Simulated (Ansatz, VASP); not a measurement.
## Two plane-wave programs on Ti

The input INCAR:

```
  ALGO = Normal
  EDIFF = 1E-8
  ENCUT = 400
  GGA = CA
  GGA_COMPAT = F
  ISIF = 2
  ISMEAR = -1
  LASPH = T
  LCHARG = F
  LEFG = T
  LREAL = F
  LWAVE = F
  NBANDS = 12
  NELM = 120
  PREC = Accurate
  SIGMA = 0.05
```

File KPOINTS:

```
k-points
0
Gamma
  15 15 15
```

The input POSCAR:

```
Ti
1.0
    0.0000000000      2.0367442356      2.0367442356
    2.0367442356      0.0000000000      2.0367442356
    2.0367442356      2.0367442356      0.0000000000
Ti
1
Direct
    0.0000000000      0.0000000000      0.0000000000
```

Input for Ansatz:

```yaml
crystal:
  lattice:
    - [0.0, 2.0367442356, 2.0367442356]
    - [2.0367442356, 0.0, 2.0367442356]
    - [2.0367442356, 2.0367442356, 0.0]
  atoms:
    - { symbol: Ti, position: [0.0, 0.0, 0.0] }
kpoints:
  mp_grid: { grid: [15, 15, 15] }
scf:
  occupations: { method: fermi_dirac, width: 0.05 }
hamiltonian:
  xc: lda
  pseudopotentials: { kind: paw }
output:
  forces: true
  stress: true
  eigenvalues: true
  efg: { contact_densities: true }
```

Change from the starting cell: volume scaled by 1.01, PAW files.

Alike in both runs: task electric field gradients; functional LDA; k mesh 15 × 15 × 15; occupations fermi-dirac, width 0.05 eV; no spin polarisation.

|  | VASP | Ansatz |
| --- | --- | --- |
| version | VASP 6.6.1 | Ansatz 0.2.0 |
| potentials or method | VASP PAW LDA potentials, release 64 (Ti_sv) | PAW with Ansatz's default frozen-core files, scalar-relativistic |
| plane-wave cutoff (eV) | 400 | 420 |
| valence electrons in the cell | 12 | 12 |

Ansatz gave:

* pressure (GPa): -5.9

Question: Estimate VASP's values.

Answer: Pressure (GPa): -6.7.

LDA's correlation is that of Perdew and Zunger in VASP and of Perdew and Wang (1992) in Ansatz.
